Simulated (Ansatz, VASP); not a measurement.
One calculation of GaN, two programs

File INCAR:

```
SYSTEM = GaN
ALGO = Normal
EDIFF = 1E-6
EDIFFG = -0.01
ENCUT = 600
GGA = PE
IBRION = 2
ISIF = 3
ISMEAR = 0
LASPH = .True.
LCHARG = .False.
LREAL = .False.
LWAVE = .False.
NELM = 80
NSW = 100
PREC = Accurate
SIGMA = 0.02
```

File KPOINTS:

```
k-points
0
Gamma
  12 12 4
  0 0 0
```

File POSCAR:

```
GaN
1.0
    3.1641145629      0.0000000000      0.0000000000
   -1.5820572815      2.7402035920      0.0000000000
    0.0000000000      0.0000000000      7.4357951706
Ga N
3 3
Direct
    0.0000000000      0.5000000000      0.1666666667
    0.5000000000      0.5000000000      0.8333333333
    0.5000000000      0.0000000000      0.5000000000
    0.5000000000      0.5000000000      0.3333333333
    0.5000000000      0.0000000000      0.0000000000
    0.0000000000      0.5000000000      0.6666666667
```

Input for Ansatz:

```yaml
crystal:
  lattice:
    - [3.1641145629, 0.0, 0.0]
    - [-1.5820572815, 2.740203592, 0.0]
    - [0.0, 0.0, 7.4357951706]
  atoms:
    - { symbol: Ga, position: [0.0, 0.5, 0.1666666667] }
    - { symbol: Ga, position: [0.5, 0.5, 0.8333333333] }
    - { symbol: Ga, position: [0.5, 0.0, 0.5] }
    - { symbol: "N", position: [0.5, 0.5, 0.3333333333] }
    - { symbol: "N", position: [0.5, 0.0, 0.0] }
    - { symbol: "N", position: [0.0, 0.5, 0.6666666667] }
basis:
  ecutwfc: 420
kpoints:
  mp_grid: { grid: [12, 12, 4] }
hamiltonian:
  xc: pbe
scf:
  occupations: { method: gaussian, width: 0.02 }
output:
  forces: true
  stress: true
  eigenvalues: true
  write_density: true
  write_potential: true
  elf: true
  volumetric_format: npy
relax:
  adjacent_minimum: "off"
  f_tol: 0.01
  max_steps: 80
  cell: { stress_tol: 0.05 }
```

Alike in both runs: task relaxation of cell and atoms; functional PBE; k mesh 12 × 12 × 4; occupations gaussian, width 0.02 eV; no spin polarisation.

|  | VASP | Ansatz |
| --- | --- | --- |
| version | VASP 6.6.1 | Ansatz 0.2.0 |
| potentials or method | VASP PAW PBE potentials, release 64 (Ga_d, N), cutoff 600 eV | scalar-relativistic, plane waves, PAW |
| valence electrons in the cell | 54 | 54 |

Ansatz gave:

| Item | Value |
| --- | --- |
| gap on the k mesh at the Fermi level, each at its own relaxed structure (eV) | 1.20 |
| relaxed volume (Å³/atom) | 10.75 |
| relaxed cell length with the largest relative difference (Å) | 3.164 |

**Question.** Which values does VASP return?

**Answer.** gap on the k mesh at the Fermi level, each at its own relaxed structure (eV): 1.19; relaxed volume (Å³/atom): 10.76; relaxed cell length with the largest relative difference (Å): 3.165.
